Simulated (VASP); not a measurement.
Write the native input for VASP 6.6.1 that does the following.

| Item | Value |
| --- | --- |
| Task | single point |
| Functional | PBE |
| Potentials or basis | VASP PAW PBE potentials, release 64 (Cs_sv) |
| Cutoff | 520 eV |
| k mesh | 10 × 10 × 10 |
| Occupations | gaussian, width 0.1 eV |
| Spin | no spin polarisation |
| Dipole correction | no |
| Further INCAR settings | ALGO = Normal; EDIFF = 1e-06; NBANDS = 10 |

The structure of Cs lies in POSCAR:

```
Cs
1.0
   -3.1099235780      3.1099235780      3.1099235780
    3.1099235780     -3.1099235780      3.1099235780
    3.1099235780      3.1099235780     -3.1099235780
Cs
1
Direct
    0.0000000000      0.0000000000      0.0000000000
```

This cell differs from its parent crystal: volume scaled by 1.03.

These files were run (other wordings do the same):

INCAR

```
SYSTEM = Cs
PREC = Accurate
ENCUT = 520
EDIFF = 1E-6
ISMEAR = 0
SIGMA = 0.1
LREAL = .FALSE.
LASPH = .TRUE.
NELM = 80
ALGO = Normal
ISIF = 2
LWAVE = .FALSE.
LCHARG = .FALSE.
GGA = PE
NBANDS = 10
```

KPOINTS

```
Automatic mesh
0
G
  10 10 10
  0 0 0
```

Potentials or basis: VASP PAW PBE potentials, release 64 (Cs_sv).

Launch:

```bash
$ cat potpaw_PBE.64/Cs_sv/POTCAR > POTCAR
$ mpirun -np 1 vasp_std > vasp.out
```

It gave:

* Pressure: -0.1 GPa

It took 33 s on 1 thread of Intel(R) Xeon(R) Platinum 8488C (Sapphire Rapids), on a shared host, peak memory 0.25 GiB.
